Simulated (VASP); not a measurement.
Set up this calculation in VASP 6.6.1, as the native input.

```
Task                   : single point
Functional             : PBE
Potentials or basis    : VASP PAW PBE potentials, release 64 (N, B)
Cutoff                 : 520 eV
k mesh                 : 13 × 13 × 13
Occupations            : fermi-dirac, width 0.05 eV
Spin                   : no spin polarisation
Dipole correction      : no
Further INCAR settings : ALGO = Normal; EDIFF = 1e-06; NBANDS = 11
```

The structure of BN lies in POSCAR:

```
BN
1.0
    0.0000000000      3.4953158300      2.1660912400
    1.2516321000      0.0000000000      2.1660912400
    1.2516321000      3.4953158300      0.0000000000
N B
1 1
Direct
    0.6608190000      0.6974220000      0.3268340000
    0.0070130000      0.0078650000      0.9907430000
```

This cell differs from its parent crystal: atoms moved at random.

The input as run:

INCAR

```
PREC = Accurate
ENCUT = 520
EDIFF = 1E-6
ISMEAR = -1
SIGMA = 0.05
LREAL = False
LASPH = True
NELM = 60
ALGO = Normal
ISIF = 2
LWAVE = False
LCHARG = False
GGA = PE
NBANDS = 11
```

KPOINTS

```
Automatic mesh
0
Gamma
  13 13 13
```

Potentials or basis: VASP PAW PBE potentials, release 64 (N, B).

Run with:

```console
$ cat potpaw_PBE.64/N/POTCAR potpaw_PBE.64/B/POTCAR > POTCAR
$ mpirun -np 1 vasp_std > vasp.out
```

Results of the run:

* Pressure: 3.7 GPa
* Largest force: 1.594 eV/Å
* Band gap on the k mesh: 3.72 eV (least direct gap 4.65 eV)

Caveat: the cell differs from its parent crystal (atoms moved at random); the stress differs along the axes, from 1 to 7 GPa; forces of over 1 eV/Å act on the atoms, so gaps and moduli don't describe the material at rest.

Run time: 3.7 min on 1 thread of Intel(R) Xeon(R) Platinum 8375C CPU @ 2.90GHz (Ice Lake), with other jobs on the host, peak memory 0.33 GiB.
